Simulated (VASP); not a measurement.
A run of VASP 6.6.1 is set up as follows.

Contents of INCAR:

```
ALGO = Normal
EDIFF = 1E-6
ENCUT = 500
GGA = PE
GGA_COMPAT = F
ISIF = 2
ISMEAR = 0
IVDW = 12
LASPH = T
LCHARG = F
LREAL = F
LWAVE = F
NBANDS = 20
NELM = 120
PREC = Accurate
SIGMA = 0.05
```

The input KPOINTS:

```
k-points
0
Gamma
  12 12 4
```

POSCAR

```
MoS2
1.0
    3.1219335931      0.0000000000      0.0000000000
   -1.5609667966      2.7036738005      0.0000000000
    0.0000000000      0.0000000000      6.7624203560
Mo S
1 2
Direct
    0.0000000000      0.0000000000      0.0000000000
    0.3333333333      0.6666666667      0.1981708616
    0.3333333333      0.6666666667      0.8018291384
```

Potentials or basis: VASP PAW PBE potentials, release 64 (Mo_sv, S).

The run is started by

```console
$ cat potpaw_PBE.64/Mo_sv/POTCAR potpaw_PBE.64/S/POTCAR > POTCAR
$ mpirun -np 1 vasp_std > vasp.out
```

Problem. What does it give for the dispersion energy per atom?

Solution. -0.403 eV.

Problem. Predict the largest force.

Solution. 6.099 eV/Å.

Problem. What does it give for the pressure?

Solution. 29.8 GPa.

Problem. Predict the band gap on the k mesh.

Solution. Zero (band 13 reaches 7.12 eV, above the bottom of band 14 at 6.85 eV).

Stress tensor (GPa, compression positive):
```
22.86  0.00  0.00
 0.00 22.86  0.00
 0.00  0.00 43.79
```

Caveat: forces of over 1 eV/Å act on the atoms, so gaps and moduli don't describe the material at rest.
